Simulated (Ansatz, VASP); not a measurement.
# SiC: VASP beside Ansatz

```
CELL_PARAMETERS angstrom
3.07520 0.00000 -0.03075
-1.53760 2.66320 0.01538
-0.05048 0.00000 5.04817
ATOMIC_POSITIONS crystal
Si 0.33333 0.66667 0.00460
Si 0.66667 0.33333 0.50460
C 0.33333 0.66667 0.38040
C 0.66667 0.33333 0.88040
```

Change from the starting cell: strain -0.0200 x Voigt [0, 0, 0, 0, 1, 0], atoms carried along.

Alike in both runs: task single point; functional r2SCAN; k mesh 12 × 12 × 6; occupations gaussian, width 0.05 eV; no spin polarisation.

```csv
,VASP,Ansatz
version,VASP 6.6.1,Ansatz 0.2.0
potentials or method,"VASP PAW PBE potentials, release 64 (Si, C), cutoff 520 eV","scalar-relativistic, plane waves, PAW"
valence electrons in the cell,16,16
```

|  | VASP | Ansatz | Ansatz less VASP |
| --- | --- | --- | --- |
| gap on the k mesh at the Fermi level (eV) | 2.63 | 2.62 | -0.007 |
| least direct gap on the mesh (eV) | 4.49 | 4.48 | -0.009 |
| pressure (GPa) | -0.1 | 0.1 | +0.18 |
| traceless stress, the component that is largest in VASP (GPa) | 3.54 | 3.53 | -0.013 |
| rms of the force components (eV/Å) | 0.063 | 0.064 | +0.0006 |

VASP's potentials were made for PBE, not for r2SCAN. Atom by atom the forces differ by 0.001 eV/Å (rms over components).
